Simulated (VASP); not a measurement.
# MoS (F-43m) in VASP: a series of runs

Runs on MoS. Level: PBE+U. Tasks: single point.

All numbers are computed with VASP 6.6.1; they aren't measurements. Logs are shortened: lines on timing, memory, paths and dates and some standing lists are left out, and cuts for length are marked.

### Step 1. The cell of the first run

It takes space group F-43m (No. 216, cubic). The conventional cell has a = 5.871 Å, b = 5.871 Å, c = 5.871 Å, α = 90.00°, β = 90.00°, γ = 90.00°. Within 3.4 Å of Mo (site symmetry -43m) lie 4 S at 2.54 Å. Within 3.4 Å of S (site symmetry -43m) lie 4 Mo at 2.54 Å.

### Step 2. Single point, PBE+U, collinear spin, ferromagnetic start

Contents of INCAR:

```
SYSTEM = MoS
PREC = Accurate
ENCUT = 520
EDIFF = 1E-7
ISMEAR = 0
SIGMA = 0.1
LREAL = .FALSE.
LASPH = .TRUE.
NELM = 150
ALGO = Normal
ISIF = 2
LWAVE = .FALSE.
LCHARG = .TRUE.
ISPIN = 2
MAGMOM = 2 0
LORBIT = 11
LMAXMIX = 4
LDAU = .TRUE.
LDAUTYPE = 2
LDAUL = 2 -1
LDAUU = 4.38 0
LDAUJ = 0 0
LDAUPRINT = 1
GGA = PE
LELF = .TRUE.
LVHAR = .TRUE.
NBANDS = 21
```

Contents of KPOINTS:

```
Automatic mesh
0
G
  12 12 12
  0 0 0
```

Contents of POSCAR:

```
MoS
1.0
    0.0000000000      2.9353731303      2.9353731303
    2.9353731303      0.0000000000      2.9353731303
    2.9353731303      2.9353731303      0.0000000000
Mo S
1 1
Direct
    0.0000000000      0.0000000000      0.0000000000
    0.2500000000      0.2500000000      0.2500000000
```

Potentials or basis: VASP PAW PBE potentials, release 64 (Mo_sv, S).

Run with:

```bash
$ cat potpaw_PBE.64/Mo_sv/POTCAR potpaw_PBE.64/S/POTCAR > POTCAR
$ mpirun -np 1 vasp_std > vasp.out
```

OUTCAR:

```text
SYSTEM = MoS
   PREC = Accurate
   ENCUT = 520
   EDIFF = 1E-7
   ISMEAR = 0
   LREAL = .FALSE.
   LASPH = .TRUE.
   NELM = 150
   ISIF = 2
   ISPIN = 2
   LORBIT = 11
   GGA = PE

 ion  position               nearest neighbor table
   1  0.000  0.000  0.000-   2 2.54   2 2.54   2 2.54   2 2.54
   2  0.250  0.250  0.250-   1 2.54   1 2.54   1 2.54   1 2.54

  LATTYP: Found a face centered cubic cell.
 ALAT       =     5.8707462606

  Lattice vectors:

 A1 = (   0.0000000000,   2.9353731303,   2.9353731303)
 A2 = (   2.9353731303,   0.0000000000,   2.9353731303)
 A3 = (   2.9353731303,   2.9353731303,   0.0000000000)

Analysis of symmetry for initial positions (statically):
=====================================================================
 Subroutine PRICEL returns:
 Original cell was already a primitive cell.

 Routine SETGRP: Setting up the symmetry group for a
 face centered cubic supercell.

 Subroutine GETGRP returns: Found 24 space group operations
 (whereof 24 operations were pure point group operations)
 out of a pool of 48 trial point group operations.

The static configuration has the point symmetry T_d .

Analysis of symmetry for dynamics (positions and initial velocities):
=====================================================================
 Subroutine PRICEL returns:
 Original cell was already a primitive cell.

 Routine SETGRP: Setting up the symmetry group for a
 face centered cubic supercell.

 Subroutine GETGRP returns: Found 24 space group operations
 (whereof 24 operations were pure point group operations)
 out of a pool of 48 trial point group operations.

The dynamic configuration has the point symmetry T_d .

Analysis of structural, dynamic, and magnetic symmetry:
=====================================================================
 Subroutine PRICEL returns:
 Original cell was already a primitive cell.

 Routine SETGRP: Setting up the symmetry group for a
 face centered cubic supercell.

 Subroutine GETGRP returns: Found 24 space group operations
 (whereof 24 operations were pure point group operations)
 out of a pool of 48 trial point group operations.

The overall configuration has the point symmetry T_d .

 Subroutine INISYM returns: Found 24 space group operations
 (whereof 24 operations are pure point group operations),
 and found     1 'primitive' translations

----------------------------------------------------------------------------------------

                                     Primitive cell

  volume of cell :      50.5848

  direct lattice vectors                    reciprocal lattice vectors
     0.000000000  2.935373130  2.935373130    -0.170336096  0.170336096  0.170336096
     2.935373130  0.000000000  2.935373130     0.170336096 -0.170336096  0.170336096
     2.935373130  2.935373130  0.000000000     0.170336096  0.170336096 -0.170336096

  length of vectors
     4.151244491  4.151244491  4.151244491     0.295030773  0.295030773  0.295030773

  position of ions in fractional coordinates (direct lattice)
     0.000000000  0.000000000  0.000000000
     0.250000000  0.250000000  0.250000000

  ion indices of the primitive-cell ions
   primitive index   ion index
                 1           1
                 2           2

----------------------------------------------------------------------------------------

 KPOINTS: Automatic mesh

Automatic generation of k-mesh.
 Grid dimensions read from file:
 generate k-points for:   12   12   12

 Generating k-lattice:

[... 61 lines left out ...]
   EDIFF  = 0.1E-06   stopping-criterion for ELM
   LREAL  =      F    real-space projection
   EDIFFG = 0.1E-05   stopping-criterion for IOM
   NSW    =      0    number of steps for IOM
   IBRION =     -1    ionic relax: 0-MD 1-quasi-New 2-CG
   NFREE  =      0    steps in history (QN), initial steepest desc. (CG)
   ISIF   =      2    stress and relaxation
   ISYM   =      2    0-nonsym 1-usesym 2-fastsym
   POTIM  = 0.5000    time-step for ionic-motion
   TEBEG  =    0.0;   TEEND  =   0.0 temperature during run
   PSTRESS=    0.0 pullay stress
   NELECT =      20.0000    total number of electrons
   NUPDOWN=      -1.0000    fix difference up-down
   EMIN   =  10.00;   EMAX   =-10.00  energy-range for DOS
   EFERMI =   0.00;   METHOD = LEGACY
   ISMEAR =     0;   SIGMA  =   0.10  broadening in eV -4-tet -1-fermi 0-gaus
   EFERMI_NEDOS =   21; number of points for ismear=-14 and -15
   IALGO  =     38    algorithm
   IMIX   =      4    mixing-type and parameters
     AMIX     =   0.40;   BMIX     =  1.00
     AMIX_MAG =   1.60;   BMIX_MAG =  1.00
  volume/ion in A,a.u.               =      25.29       170.68
  Fermi-wavevector in a.u.,A,eV,Ry     =   1.201558  2.270616 19.643307  1.443742
  Thomas-Fermi vector in A             =   2.337364
   LORBIT       =     11    0 simple, 1 ext, 2 COOP (PROOUT), +10 PAW based schemes
 LDA+U is selected, type is set to LDAUTYPE =  2
   angular momentum for each species LDAUL =     2   -1
   U (eV)           for each species LDAUU =   4.4  0.0
   J (eV)           for each species LDAUJ =   0.0  0.0
   GGA     = PE    functional components
   LHFCALC =     F    Hartree Fock is set to
   AEXX    =    0.0000 exact exchange contribution
   IVDW    =     0    specifies the selected vdW correction
   LEPSILON=     F    determine dielectric tensor
   LRPA    =     F    only Hartree local field effects (RPA)
 spin polarized calculation
 Gauss-broadening in eV      SIGMA  =   0.10
  energy-cutoff  :      520.00
  volume of cell :       50.58
 maximum number of plane-waves:      1381
   NGX = 15   NGY = 15   NGZ = 15

atom =   1  type =  1  l = 2

 onsite density matrix

spin component  1

  0.6879  0.0000 -0.0000 -0.0000 -0.0000
  0.0000  0.6879  0.0000 -0.0000  0.0000
 -0.0000  0.0000  0.8200 -0.0000  0.0000
 -0.0000 -0.0000 -0.0000  0.6879  0.0000
 -0.0000  0.0000  0.0000  0.0000  0.8200

spin component  2

  0.0695 -0.0000  0.0000  0.0000  0.0000
 -0.0000  0.0695  0.0000 -0.0000 -0.0000
  0.0000  0.0000  0.0193 -0.0000  0.0000
  0.0000 -0.0000 -0.0000  0.0695  0.0000
  0.0000 -0.0000  0.0000  0.0000  0.0193

 occupancies and eigenvectors

  o =  0.0193  v =  0.0000  0.0000  0.0000  0.0000  0.0000  0.0000 -0.0000 -0.9981  0.0000  0.0618      0.0000  0.0000  0.0000  0.0000  0.0000  0.0000  0.0000  0.0000  0.0000  0.0000
  o =  0.0193  v =  0.0000  0.0000  0.0000  0.0000  0.0000 -0.0000 -0.0000  0.0618  0.0000  0.9981      0.0000  0.0000  0.0000  0.0000  0.0000  0.0000  0.0000  0.0000  0.0000  0.0000
  o =  0.0695  v =  0.0000  0.0000  0.0000  0.0000  0.0000  0.0351  0.0452  0.0000 -0.9984  0.0000      0.0000  0.0000  0.0000  0.0000  0.0000  0.0000  0.0000  0.0000  0.0000  0.0000
  o =  0.0695  v =  0.0000  0.0000  0.0000  0.0000  0.0000 -0.9994 -0.0036 -0.0000 -0.0353 -0.0000      0.0000  0.0000  0.0000  0.0000  0.0000  0.0000  0.0000  0.0000  0.0000  0.0000
  o =  0.0695  v =  0.0000  0.0000  0.0000  0.0000  0.0000  0.0052 -0.9990 -0.0000 -0.0450 -0.0000      0.0000  0.0000  0.0000  0.0000  0.0000  0.0000  0.0000  0.0000  0.0000  0.0000
  o =  0.6879  v =  0.0000  0.0565 -0.0000  0.9984 -0.0000  0.0000  0.0000  0.0000  0.0000  0.0000      0.0000  0.0000  0.0000  0.0000  0.0000  0.0000  0.0000  0.0000  0.0000  0.0000
  o =  0.6879  v =  1.0000  0.0000  0.0000  0.0000  0.0000  0.0000  0.0000  0.0000  0.0000  0.0000      0.0000  0.0000  0.0000  0.0000  0.0000  0.0000  0.0000  0.0000  0.0000  0.0000
  o =  0.6879  v =  0.0000 -0.9984  0.0000  0.0565  0.0000  0.0000  0.0000  0.0000  0.0000  0.0000      0.0000  0.0000  0.0000  0.0000  0.0000  0.0000  0.0000  0.0000  0.0000  0.0000
  o =  0.8200  v =  0.0000  0.0000  1.0000  0.0000  0.0072  0.0000  0.0000  0.0000  0.0000  0.0000      0.0000  0.0000  0.0000  0.0000  0.0000  0.0000  0.0000  0.0000  0.0000  0.0000
  o =  0.8200  v =  0.0000 -0.0000  0.0072 -0.0000 -1.0000  0.0000  0.0000  0.0000  0.0000  0.0000      0.0000  0.0000  0.0000  0.0000  0.0000  0.0000  0.0000  0.0000  0.0000  0.0000

 number of electron      19.9999999 magnetization       3.9998740

 Free energy of the ion-electron system (eV)
  ---------------------------------------------------
  ext. energy  EPLUGINS =         0.00000000
  ---------------------------------------------------
  free energy    TOTEN  =       -10.67257432 eV

  energy without entropy =      -10.66695104  energy(sigma->0) =      -10.66976268

 E-fermi :   5.5956     XC(G=0):  -9.2944

 val. band max:        5.5734512869   @ k =  -0.4167   0.3333   0.1667
 cond. band min:       5.5974540547   @ k =   0.4167   0.3333   0.0833
 fundamental gap:      0.0240027678
 Fermi energy:         5.5955688338

 spin component 1

 k-point     1 :       0.0000    0.0000    0.0000
  band No.  band energies     occupation
      1     -56.4194      1.00000
      2     -30.6541      1.00000
      3     -30.6541      1.00000
      4     -30.6541      1.00000
      5      -8.4445      1.00000
      6       0.1438      1.00000
[... 1145 lines left out ...]
     20      17.8247      0.00000
     21      20.3601      0.00000

 [... further k-points ...]

------------------------ aborting loop because EDIFF is reached ----------------------------------------

  FORCE on cell =-STRESS in cart. coord.  units (eV):
  Direction    XX          YY          ZZ          XY          YZ          ZX
  --------------------------------------------------------------------------------------
  -------------------------------------------------------------------------------------
  Total        0.5124245      0.5124245      0.5124245      0.0000000      0.0000000      0.0000000
  in kB       16.2300743     16.2300743     16.2300743      0.0000000      0.0000000      0.0000000
  external PRESSURE =      16.2300743 kB  Pullay stress =       0.0000000 kB

 VOLUME and BASIS-vectors are now :
 -----------------------------------------------------------------------------
  energy-cutoff  :      520.00
  volume of cell :       50.58
      direct lattice vectors                 reciprocal lattice vectors
     0.000000000  2.935373130  2.935373130    -0.170336096  0.170336096  0.170336096
     2.935373130  0.000000000  2.935373130     0.170336096 -0.170336096  0.170336096
     2.935373130  2.935373130  0.000000000     0.170336096  0.170336096 -0.170336096

 POSITION                                       TOTAL-FORCE (eV/Angst)
 -----------------------------------------------------------------------------------
      0.00000      0.00000      0.00000        -0.000000     -0.000000     -0.000000
      1.46769      1.46769      1.46769         0.000000      0.000000      0.000000
 -----------------------------------------------------------------------------------
    total drift:                                0.000000      0.000000      0.000000

  FREE ENERGIE OF THE ION-ELECTRON SYSTEM (eV)
  ---------------------------------------------------
  free  energy   TOTEN  =       -10.6725743154 eV

  energy  without entropy=      -10.6669510364  energy(sigma->0) =      -10.66976268

 total charge

# of ion       s       p       d       tot
------------------------------------------
    1        2.217   6.082   3.912  12.211
    2        1.324   2.400   0.000   3.725
--------------------------------------------------
tot          3.541   8.483   3.912  15.936

 magnetization (x)

# of ion       s       p       d       tot
------------------------------------------
    1        0.057   0.046   3.429   3.533
    2       -0.003  -0.171   0.000  -0.174
--------------------------------------------------
tot          0.054  -0.125   3.429   3.358
```

Run time: 60 s. Hardware: 1 thread of Intel Xeon 6975P-C (Granite Rapids), shared host; peak memory 0.27 GiB.

What came out:

```
Free energy                                           : -10.6726 eV
Pressure                                              : 1.6 GPa
Band gap on the k mesh                                : zero (filled and empty bands overlap)
Net moment                                            : 4.00 μB per cell
Site moments                                          : Mo +3.53; S -0.17 μB
Valence electrons inside the program's atomic spheres : Mo 12.21; S 3.73
```

Eigenvalues of the final occupation matrices:
```csv
site,spin,trace,eigenvalues
site 1 d,1,3.70,0.69 0.69 0.69 0.82 0.82
site 1 d,2,0.25,0.02 0.02 0.07 0.07 0.07
```

The state reached can hang on the start; a lower one may exist.

### Step 3. Single point, PBE+U, collinear spin, ferromagnetic start

This run uses another cell than the first one, of 26.35 Å³/atom, 1.042 times its volume.

Contents of INCAR:

```
  ALGO = Normal
  EDIFF = 1E-6
  ENCUT = 520
  GGA = PE
  ISIF = 2
  ISMEAR = 0
  ISPIN = 2
  LASPH = T
  LCHARG = F
  LDAU = T
  LDAUJ = 0 0
  LDAUL = 2 -1
  LDAUPRINT = 1
  LDAUTYPE = 2
  LDAUU = 4.38 0
  LMAXMIX = 4
  LORBIT = 11
  LREAL = F
  LWAVE = F
  MAGMOM = 2 0
  NBANDS = 21
  NELM = 150
  PREC = Accurate
  SIGMA = 0.1
```

Contents of KPOINTS:

```
k-points
0
Gamma
  12 12 12
```

Contents of POSCAR:

```
MoS
1.0
    0.0000000000      2.9755887184      2.9755887184
    2.9755887184      0.0000000000      2.9755887184
    2.9755887184      2.9755887184      0.0000000000
Mo S
1 1
Direct
    0.0000000000      0.0000000000      0.0000000000
    0.2500000000      0.2500000000      0.2500000000
```

Potentials or basis: VASP PAW PBE potentials, release 64 (Mo_sv, S).

Run with:

```bash
$ cat potpaw_PBE.64/Mo_sv/POTCAR potpaw_PBE.64/S/POTCAR > POTCAR
$ mpirun -np 1 vasp_std > vasp.out
```

It took 51 s on 1 thread of Intel Xeon 6975P-C (Granite Rapids), shared host; peak memory 0.28 GiB.

The run converged. Its results:

```yaml
Free_energy: -10.6774 eV
Pressure: -0.9 GPa
Band_gap_on_the_k_mesh: zero (filled and empty bands overlap)
Net_moment: 4.00 μB per cell
Site_moments: Mo +3.56; S -0.18 μB
Valence_electrons_inside_the_program's_atomic_spheres: Mo 12.18; S 3.71
```

Levels at points of the mesh, in eV from the Fermi level:
Spin up:
| k point | band 8 | band 9 | band 10 | band 11 | band 12 | band 13 | band 14 | band 15 | band 16 | band 17 |
| --- | --- | --- | --- | --- | --- | --- | --- | --- | --- | --- |
| (0.00, 0.00, 0.00) | -5.17 | -2.82 | -2.82 | -0.06 | 1.66 | 1.66 | 1.66 | 6.22 | 6.22 | 6.22 |
| (0.50, 0.00, 0.00) | -4.90 | -2.49 | -2.49 | -1.81 | 0.30 | 0.30 | 2.61 | 5.77 | 6.99 | 6.99 |
| (0.50, 0.50, 0.00) | -4.17 | -2.53 | -2.36 | -1.99 | -1.01 | -1.01 | 3.74 | 5.37 | 7.52 | 9.64 |
Spin down:
| k point | band 5 | band 6 | band 7 | band 8 | band 9 | band 10 | band 11 | band 12 |
| --- | --- | --- | --- | --- | --- | --- | --- | --- |
| (0.00, 0.00, 0.00) | -13.79 | -3.77 | -3.77 | -3.77 | 1.15 | 2.58 | 2.58 | 4.96 |
| (0.50, 0.00, 0.00) | -13.38 | -4.87 | -3.63 | -3.63 | 2.28 | 2.79 | 2.79 | 3.71 |
| (0.50, 0.50, 0.00) | -13.24 | -4.98 | -3.56 | -3.56 | 0.72 | 2.14 | 3.29 | 3.29 |

Eigenvalues of the final occupation matrices:
| site | spin | trace | eigenvalues |
| --- | --- | --- | --- |
| site 1 d | 1 | 3.71 | 0.69 0.69 0.69 0.82 0.82 |
| site 1 d | 2 | 0.23 | 0.02 0.02 0.06 0.06 0.06 |
